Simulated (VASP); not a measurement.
The system is Si2Ni.

```
Ni Si
1.0
     0.00000    2.70300    2.70300
     2.70300    0.00000    2.70300
     2.70300    2.70300    0.00000
Ni Si
1 2
Direct
  0.00000 0.00000 0.00000
  0.75000 0.75000 0.75000
  0.25000 0.25000 0.25000
```

Base run:

```yaml
Program: VASP 6.6.1
Functional: PBEsol
Potentials_or_basis: VASP PAW PBE potentials, release 64 (Ni_sv_GW, Si)
Cutoff: 690 eV
k_mesh: 7 × 7 × 7
Occupations: fermi-dirac, width 0.05 eV
Spin: collinear spin, ferromagnetic start
Starting_moments: "[1.2, 0.0, 0.0] μB"
Fixed_moment: 1.2 μB
```

Its results: pressure 3.5 GPa; site moments Ni +0.52; Si +0.15 μB.

**Question.** After a change of settings the same cell gave: pressure 11.6 GPa; site moments Ni +0.52; Si +0.15 μB. Which change was it?
A. functional from PBEsol to PBE
B. fixed moment from 1.2 μB to 1.5 μB; moments at the start from [1.2, 0.0, 0.0] to [1.5, 0.0, 0.0]
C. fixed moment from 1.2 μB to 0.5 μB; moments at the start from [1.2, 0.0, 0.0] to [0.5, 0.0, 0.0]
D. fixed moment from 1.2 μB to 1 μB; moments at the start from [1.2, 0.0, 0.0] to [1.0, 0.0, 0.0]

**Answer.** A.

PBE binds less tightly than PBEsol, so the same cell stands under more pressure.

Caveats: the cell stands under pressure; the total moment is fixed, so each spin has its own Fermi level and the state may be an excited one; the PAW data sets were made with another functional, which shifts forces and pressure a little (at least some runs).
